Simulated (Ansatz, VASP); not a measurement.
**One calculation of GeMo2, two programs**

```xyz
3
Lattice="0.0000 2.9741 2.9741 2.9741 0.0000 2.9741 2.9741 2.9741 0.0000" Properties=species:S:1:pos:R:3 pbc="T T T"
Ge    2.9741    2.9741    2.9741
Mo    1.4870    1.4870    1.4870
Mo    4.4611    4.4611    4.4611
```

Alike in both runs: functional PBE; k mesh 14 × 14 × 14; occupations gaussian, width 0.1 eV; collinear spin.

Ansatz relaxed the structure, and its values are those at the end. VASP's run is a single point on that final structure, the one shown.

```csv
,VASP,Ansatz
version,VASP 6.6.1,Ansatz 0.2.0
potentials or method,"VASP PAW PBE potentials, release 64 (Ge_d, Mo_sv), cutoff 520 eV","scalar-relativistic, plane waves, PAW"
valence electrons in the cell,42,42
```

```csv
,VASP,Ansatz,Ansatz less VASP
gap on the k mesh at the Fermi level (eV),none,none,-
pressure (GPa),0.3,0.0,-0.31
net moment per atom (μB),0.18,0.19,+0.005
size of the moment on the site where the two differ most (μB),0.24,0.21,-0.031
```

Site moments also hang on the region over which each program counts them. A gap of «none» marks a metal or a gap that the smearing closes.
